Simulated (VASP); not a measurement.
Set up this calculation in VASP 6.6.1, as the native input.

| Quantity | Value |
| --- | --- |
| Task | single point |
| Functional | PBEsol |
| Potentials or basis | VASP PAW PBE potentials, release 64 (Hf_pv, N) |
| Cutoff | 520 eV |
| k mesh | 12 × 12 × 1 |
| Occupations | gaussian, width 0.1 eV |
| Spin | no spin polarisation |
| Dipole correction | yes |
| Further INCAR settings | ALGO = Normal; EDIFF = 1e-07; NBANDS = 45 |

The structure of Hf5N4 lies in POSCAR:

```
Hf5N4
1.0
    3.1830776067      0.0000000000      0.0000000000
   -1.5915388033      2.7566260696      0.0000000000
    0.0000000000      0.0000000000     25.3958879306
Hf N
5 4
Direct
    0.3333333333      0.6666666667      0.2953234012
    0.0000000000      0.0000000000      0.3976617006
    0.6666666667      0.3333333333      0.5000000000
    0.3333333333      0.6666666667      0.6023382994
    0.0000000000      0.0000000000      0.7046765988
    0.6666666667      0.3333333333      0.3464925509
    0.3333333333      0.6666666667      0.4488308503
    0.0000000000      0.0000000000      0.5511691497
    0.6666666667      0.3333333333      0.6535074491
```

One way to write it, as run:

INCAR

```
SYSTEM = Hf5N4
PREC = Accurate
ENCUT = 520
EDIFF = 1E-7
ISMEAR = 0
SIGMA = 0.1
LREAL = .FALSE.
LASPH = .TRUE.
NELM = 100
ALGO = Normal
ISIF = 2
LWAVE = .FALSE.
LCHARG = .FALSE.
LDIPOL = .TRUE.
IDIPOL = 3
DIPOL = 0.5 0.5 0.500
GGA = PS
NBANDS = 45
```

KPOINTS

```
regular mesh
0
G
  12 12 1
  0 0 0
```

Potentials or basis: VASP PAW PBE potentials, release 64 (Hf_pv, N).

Run with:

```sh
$ cat potpaw_PBE.64/Hf_pv/POTCAR potpaw_PBE.64/N/POTCAR > POTCAR
$ mpirun -np 1 vasp_std > vasp.out
```

Results of the run:

| Property | Result |
| --- | --- |
| Largest force | 0.763 eV/Å |
| Band gap on the k mesh | zero (band 35 reaches 2.02 eV, above the bottom of band 36 at 1.48 eV) |

Caveat: the PAW data sets were made with another functional, which shifts forces and pressure a little; spin-orbit coupling is left out, which moves the levels of the heavy elements.

It took 9 min on 1 thread of Intel(R) Xeon(R) Platinum 8259CL CPU @ 2.50GHz (Skylake/Cascade Lake), with other jobs on the host, peak memory 0.4 GiB.
